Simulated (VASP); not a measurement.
# BaTiO3 (R3m) in VASP: single point with r2SCAN

Aim: the single point of BaTiO3 with r2SCAN.

All numbers are computed with VASP 6.6.1; they aren't measurements. Logs are shortened: lines on timing, memory, paths and dates and some standing lists are left out, and cuts for length are marked.

### Step 1. The cell of the first run

Symmetry: R3m, No. 160, trigonal system. Conventional cell: a = 5.665 Å, b = 5.665 Å, c = 6.968 Å, α = 90.00°, β = 90.00°, γ = 120.00°. Within 3.7 Å of Ba (site symmetry 3m) lie 12 O at 2.79 to 2.89 Å and 8 Ti at 3.38 to 3.59 Å. Within 2.5 Å of Ti (site symmetry 3m) lie 6 O at 1.88 to 2.14 Å. Within 2.5 Å of O (site symmetry m) lie 2 Ti at 1.88 to 2.14 Å. O (site symmetry m) has 2 Ti at 1.88 to 2.14 Å within 2.5 Å.

### Step 2. Single point, r2SCAN

The input, POSCAR:

```
BaTiO3
1.0
   -4.0227249900     -4.0112947200      0.0000000000
   -3.9999045100      4.0112947200      0.0000000000
   -0.0114102400     -0.0113801800     -4.0112847000
Ba Ti O
2 2 6
Direct
    0.0000000000      0.0000000000      0.0000000000
    0.5000000000      0.5000000000      0.0000000000
    0.5155000000      0.0000000000      0.5155000000
    0.0155000000      0.5000000000      0.5155000000
    0.9914000000      0.5000000000      0.9825000000
    0.4914000000      0.0000000000      0.9825000000
    0.7369500000      0.2455500000      0.4914000000
    0.2369500000      0.7455500000      0.4914000000
    0.7369500000      0.7544500000      0.4914000000
    0.2369500000      0.2544500000      0.4914000000
```

The input, INCAR.step1:

```
PREC = Accurate
ENCUT = 520
ISMEAR = -1
SIGMA = 0.1
LREAL = F
LASPH = T
NELM = 60
NBANDS = 51
GGA = PE
ALGO = Normal
EDIFF = 1E-4
LWAVE = T
LCHARG = F
```

The input, INCAR.step2:

```
PREC = Accurate
ENCUT = 520
EDIFF = 1E-6
ISMEAR = -1
SIGMA = 0.1
LREAL = F
LASPH = T
NELM = 60
ALGO = Normal
ISIF = 2
LWAVE = F
LCHARG = F
METAGGA = R2SCAN
LMIXTAU = T
NBANDS = 51
ISTART = 1
```

The input, KPOINTS:

```
Automatic mesh
0
Gamma
  5 5 6
```

Potentials or basis: VASP PAW PBE potentials, release 64 (Ba_sv, Ti_sv, O).

Started as:

```bash
cat potpaw_PBE.64/Ba_sv/POTCAR potpaw_PBE.64/Ti_sv/POTCAR potpaw_PBE.64/O/POTCAR > POTCAR
cp INCAR.step1 INCAR
mpirun -np 1 vasp_std > vasp.out
cp INCAR.step2 INCAR
mpirun -np 1 vasp_std > vasp.out
```

OUTCAR:

```text
PREC = Accurate
   ENCUT = 520
   EDIFF = 1E-6
   ISMEAR = -1
   LREAL = F
   LASPH = T
   NELM = 60
   ISIF = 2
   METAGGA = R2SCAN
   ISTART = 1

 ion  position               nearest neighbor table
   1  0.000  0.000  0.000-   6 2.79   8 2.79  10 2.79   7 2.83   5 2.83   5 2.83   8 2.83   9 2.83
                            10 2.83   6 2.89   7 2.89   9 2.89   3 3.38   4 3.44   3 3.44   4 3.44
   2  0.500  0.500  0.000-   5 2.79   7 2.79   9 2.79   8 2.83   6 2.83   6 2.83   7 2.83  10 2.83
                             9 2.83   5 2.89   8 2.89  10 2.89   4 3.38   3 3.44   4 3.44   3 3.44
   3  0.516  0.000  0.516-   9 1.88   7 1.88   6 1.88  10 2.14   8 2.14   6 2.14   1 3.38   2 3.44
                             1 3.44   2 3.44   1 3.51   2 3.51   2 3.51   1 3.59
   4  0.016  0.500  0.516-  10 1.88   8 1.88   5 1.88   9 2.14   7 2.14   5 2.14   2 3.38   1 3.44
                             2 3.44   1 3.44   2 3.51   1 3.51   1 3.51   2 3.59
   5  0.991  0.500  0.983-   4 1.88   4 2.14   2 2.79   1 2.83   1 2.83   2 2.89
   6  0.491  0.000  0.983-   3 1.88   3 2.14   1 2.79   2 2.83   2 2.83   1 2.89
   7  0.737  0.246  0.491-   3 1.88   4 2.14   2 2.79   1 2.83   2 2.83   1 2.89
   8  0.237  0.746  0.491-   4 1.88   3 2.14   1 2.79   2 2.83   1 2.83   2 2.89
   9  0.737  0.754  0.491-   3 1.88   4 2.14   2 2.79   1 2.83   2 2.83   1 2.89
  10  0.237  0.254  0.491-   4 1.88   3 2.14   1 2.79   2 2.83   1 2.83   2 2.89

  LATTYP: Found a simple monoclinic cell.
 ALAT       =     4.0113170713
 B/A-ratio  =     1.4121992667
 C/A-ratio  =     1.4162220203
 COS(beta)  =    -0.0040174522

  Lattice vectors:

 A1 = (  -0.0114102400,  -0.0113801800,  -4.0112847000)
 A2 = (  -3.9999045100,   4.0112947200,   0.0000000000)
 A3 = (   4.0227249900,   4.0112947200,   0.0000000000)

Analysis of symmetry for initial positions (statically):
=====================================================================
 Subroutine PRICEL returns following result:

  LATTYP: Found a trigonal (rhomboedric) cell.
 ALAT       =     4.0113147500
 COS(alpha) =     0.0028445121

  Lattice vectors:

 A1 = (  -4.0113147500,   0.0000000000,   0.0000000000)
 A2 = (  -0.0114102400,  -0.0113801800,  -4.0112847000)
 A3 = (  -0.0114102400,  -4.0112947200,   0.0000000000)

   2 primitive cells build up your supercell.

 Routine SETGRP: Setting up the symmetry group for a
 simple monoclinic supercell.

 Subroutine GETGRP returns: Found  2 space group operations
 (whereof  2 operations were pure point group operations)
 out of a pool of  4 trial point group operations.

The static configuration has the point symmetry C_1h.

Analysis of symmetry for dynamics (positions and initial velocities):
=====================================================================
 Subroutine PRICEL returns following result:

  LATTYP: Found a trigonal (rhomboedric) cell.
 ALAT       =     4.0113147500
 COS(alpha) =     0.0028445121

  Lattice vectors:

 A1 = (  -4.0113147500,   0.0000000000,   0.0000000000)
 A2 = (  -0.0114102400,  -0.0113801800,  -4.0112847000)
 A3 = (  -0.0114102400,  -4.0112947200,   0.0000000000)

   2 primitive cells build up your supercell.

 Routine SETGRP: Setting up the symmetry group for a
 simple monoclinic supercell.

 Subroutine GETGRP returns: Found  2 space group operations
 (whereof  2 operations were pure point group operations)
 out of a pool of  4 trial point group operations.

The dynamic configuration has the point symmetry C_1h.

 Subroutine INISYM returns: Found  2 space group operations
 (whereof  2 operations are pure point group operations),
 and found     2 'primitive' translations

----------------------------------------------------------------------------------------

                                     Primitive cell

  volume of cell :      64.5438

  direct lattice vectors                    reciprocal lattice vectors
    -4.011314750  0.000000000  0.000000000    -0.249294823  0.000709126  0.000707116
    -0.011410240 -0.011380180 -4.011284700     0.000000000  0.000000000 -0.249296690
    -0.011410240 -4.011294720  0.000000000     0.000000000 -0.249296068  0.000707263

  length of vectors
     4.011314750  4.011317071  4.011310948     0.249296834  0.249296690  0.249297071

  position of ions in fractional coordinates (direct lattice)
     0.000000000  0.000000000  0.000000000
     0.515500000  0.515500000  0.515500000
     0.491400000  0.982500000  0.491400000
     0.982500000  0.491400000  0.491400000
     0.491400000  0.491400000  0.982500000

  ion indices of the primitive-cell ions
   primitive index   ion index
                 1           1
                 2           3
                 3           6
                 4           8
                 5          10

----------------------------------------------------------------------------------------

 KPOINTS: Automatic mesh

Automatic generation of k-mesh.
 Grid dimensions read from file:
 generate k-points for:    5    5    6

 Generating k-lattice:

  Cartesian coordinates                     Fractional coordinates (reciprocal lattice)
    -0.024929482 -0.024858694  0.000141438     0.200000000  0.000000000  0.000000000
    -0.024929482  0.025000519 -0.000000015    -0.000000000  0.200000000 -0.000000000
     0.000000000  0.000000000 -0.041549448     0.000000000  0.000000000  0.166666667

  Length of vectors
     0.035205877  0.035305878  0.041549448

  Shift w.r.t. Gamma in fractional coordinates (k-lattice)
     0.000000000  0.000000000  0.000000000

 Subroutine IBZKPT returns following result:
 ===========================================

 Found     48 irreducible k-points:

 Following reciprocal coordinates:
            Coordinates               Weight
  0.000000  0.000000  0.000000      1.000000
  0.200000 -0.000000  0.000000      2.000000
  0.400000 -0.000000  0.000000      2.000000
 -0.000000  0.200000 -0.000000      2.000000
  0.200000  0.200000  0.000000      4.000000
  0.400000  0.200000  0.000000      4.000000
[... 16 lines left out ...]
 -0.400000  0.400000  0.166667      4.000000
 -0.200000  0.400000  0.166667      4.000000
 [... further k-points ...]
   k-points           NKPTS =     48   k-points in BZ     NKDIM =     48   number of bands    NBANDS=     51
   number of dos      NEDOS =    301   number of ions     NIONS =     10
   total plane-waves  NPLWV =  52920
   dimension x,y,z NGX =    42 NGY =   42 NGZ =   30
   dimension x,y,z NGXF=    84 NGYF=   84 NGZF=   60
   ions per type =               2   2   6
   NGX,Y,Z   is equivalent  to a cutoff of  12.29, 12.33, 12.43 a.u.
   NGXF,Y,Z  is equivalent  to a cutoff of  24.58, 24.65, 24.87 a.u.
 SYSTEM =  unknown system
   PREC   = accura    normal or accurate (medium, high low for compatibility)
   ISTART =      1    job   : 0-new  1-cont  2-samecut
   ICHARG =      0    charge: 1-file 2-atom 10-const
   ISPIN  =      1    spin polarized calculation?
   LNONCOLLINEAR =      F non collinear calculations
   LSORBIT =      F    spin-orbit coupling
   LASPH  =      T    aspherical Exc in radial PAW
   ENCUT  =  520.0 eV  38.22 Ry    6.18 a.u.  10.56 10.53  7.46*2*pi/ulx,y,z
   NELM   =     60;   NELMIN=  2; NELMDL=  0     # of ELM steps
   EDIFF  = 0.1E-05   stopping-criterion for ELM
   LREAL  =      F    real-space projection
   EDIFFG = 0.1E-04   stopping-criterion for IOM
   NSW    =      0    number of steps for IOM
   IBRION =     -1    ionic relax: 0-MD 1-quasi-New 2-CG
   NFREE  =      0    steps in history (QN), initial steepest desc. (CG)
   ISIF   =      2    stress and relaxation
   ISYM   =      2    0-nonsym 1-usesym 2-fastsym
   POTIM  = 0.5000    time-step for ionic-motion
   TEBEG  =    0.0;   TEEND  =   0.0 temperature during run
   PSTRESS=    0.0 pullay stress
   NELECT =      80.0000    total number of electrons
   NUPDOWN=      -1.0000    fix difference up-down
   EMIN   =  10.00;   EMAX   =-10.00  energy-range for DOS
   EFERMI =   0.00;   METHOD = LEGACY
   ISMEAR =    -1;   SIGMA  =   0.10  broadening in eV -4-tet -1-fermi 0-gaus
   EFERMI_NEDOS =   21; number of points for ismear=-14 and -15
   IALGO  =     38    algorithm
   IMIX   =      4    mixing-type and parameters
     AMIX     =   0.40;   BMIX     =  1.00
     AMIX_MAG =   1.60;   BMIX_MAG =  1.00
  volume/ion in A,a.u.               =      12.91        87.11
  Fermi-wavevector in a.u.,A,eV,Ry     =   1.395757  2.637599 26.506031  1.948138
  Thomas-Fermi vector in A             =   2.519178
   LORBIT       =      0    0 simple, 1 ext, 2 COOP (PROOUT), +10 PAW based schemes
   METAGGA = R2SCAN    functional components
   LHFCALC =     F    Hartree Fock is set to
   AEXX    =    0.0000 exact exchange contribution
   IVDW    =     0    specifies the selected vdW correction
   LEPSILON=     F    determine dielectric tensor
   LRPA    =     F    only Hartree local field effects (RPA)
 non-spin polarized calculation
  energy-cutoff  :      520.00
  volume of cell :      129.09
 maximum number of plane-waves:      3495
 NGX is ok and might be reduce to    42
   NGX = 21   NGY = 21   NGZ = 15

 number of electron      79.9999997 magnetization

 Free energy of the ion-electron system (eV)
  ---------------------------------------------------
  ext. energy  EPLUGINS =         0.00000000
  ---------------------------------------------------
  free energy    TOTEN  =      -148.52237388 eV

  energy without entropy =     -148.52237307  energy(sigma->0) =     -148.52237347

 E-fermi :   4.8297     XC(G=0): -11.8630

 val. band max:        3.4210480448   @ k =   0.0000   0.0000   0.5000
 cond. band min:       6.1811259551   @ k =   0.0000   0.0000   0.0000
 fundamental gap:      2.7600779103
 Fermi energy:         4.8296527733

 k-point     1 :       0.0000    0.0000    0.0000
  band No.  band energies     occupation
      1     -55.1121      2.00000
      2     -55.1099      2.00000
      3     -30.3660      2.00000
      4     -30.3646      2.00000
      5     -30.3122      2.00000
      6     -30.3119      2.00000
[... 43 lines left out ...]
     50       9.0305      0.00000
     51       9.0306      0.00000
[... 1240 lines left out ...]
     50      10.4793      0.00000
     51      10.7644      0.00000

 [... further k-points ...]
[... 5 lines left out ...]
  --------------------------------------------------------------------------------------
  -------------------------------------------------------------------------------------
  Total        2.3572298      2.3574303      2.3572605     -0.0360413     -0.0372834     -0.0373563
  in kB       29.2568596     29.2593485     29.2572409     -0.4473283     -0.4627450     -0.4636491
  external PRESSURE =      29.2578163 kB  Pullay stress =       0.0000000 kB

 VOLUME and BASIS-vectors are now :
 -----------------------------------------------------------------------------
  energy-cutoff  :      520.00
  volume of cell :      129.09
      direct lattice vectors                 reciprocal lattice vectors
    -4.022724990 -4.011294720  0.000000000    -0.124647411 -0.124293471  0.000707190
    -3.999904510  4.011294720  0.000000000    -0.124647411  0.125002597 -0.000000074
    -0.011410240 -0.011380180 -4.011284700     0.000000000  0.000000000 -0.249296690

 POSITION                                       TOTAL-FORCE (eV/Angst)
 -----------------------------------------------------------------------------------
      0.00000      0.00000      0.00000        -0.069663     -0.069465     -0.069286
     -4.01131      0.00000      0.00000        -0.069663     -0.069465     -0.069286
     -2.07960     -2.07369     -2.06782         0.118838      0.118501      0.118120
     -2.06819      1.93761     -2.06782         0.118838      0.118501      0.118120
     -5.99929     -1.98233     -3.94109         0.017140      0.017091     -0.082808
     -1.98798     -1.98233     -3.94109         0.017140      0.017091     -0.082808
     -3.95233     -1.97674     -1.97115        -0.082051      0.015969      0.016987
     -3.94092      2.03455     -1.97115        -0.082051      0.015969      0.016987
     -5.98788      0.06461     -1.97115         0.015735     -0.082096      0.016987
     -1.97657      0.06461     -1.97115         0.015735     -0.082096      0.016987
 -----------------------------------------------------------------------------------
    total drift:                                0.002215      0.002050     -0.006374

  FREE ENERGIE OF THE ION-ELECTRON SYSTEM (eV)
  ---------------------------------------------------
  free  energy   TOTEN  =      -148.5223738751 eV

  energy  without entropy=     -148.5223730706  energy(sigma->0) =     -148.52237347
```

Wall time 12 min (1 thread of AMD EPYC 9R45 (Zen 5), shared host); peak memory 0.38 GiB.

What came out:

| Quantity | Value |
| --- | --- |
| Free energy | -148.5224 eV |
| Pressure | 2.9 GPa |
| Largest force | 0.205 eV/Å |
| Band gap on the k mesh | 2.76 eV |

Forces in eV/Å, atoms in the order of the input:
```
Ba  -0.070 -0.069 -0.069
Ba  -0.070 -0.069 -0.069
Ti   0.119  0.119  0.118
Ti   0.119  0.119  0.118
O    0.017  0.017 -0.083
O    0.017  0.017 -0.083
O   -0.082  0.016  0.017
O   -0.082  0.016  0.017
O    0.016 -0.082  0.017
O    0.016 -0.082  0.017
```

Levels at points of the mesh, in eV from the valence-band top:
| k point | band 36 | band 37 | band 38 | band 39 | band 40 | band 41 | band 42 | band 43 | band 44 | band 45 |
| --- | --- | --- | --- | --- | --- | --- | --- | --- | --- | --- |
| (0.00, 0.00, 0.00) | -0.86 | -0.52 | -0.41 | -0.41 | -0.09 | 2.76 | 2.76 | 2.89 | 4.21 | 4.22 |
| (0.00, 0.00, 0.50) | -0.98 | -0.87 | -0.02 | -0.02 | 0.00 | 2.92 | 4.14 | 4.24 | 4.69 | 4.73 |

Caveat: the PAW data sets were made with another functional, which shifts forces and pressure a little; spin-orbit coupling is left out, which moves the levels of the heavy elements. r2SCAN opens gaps a little over a GGA but as a rule still falls short of measured ones.
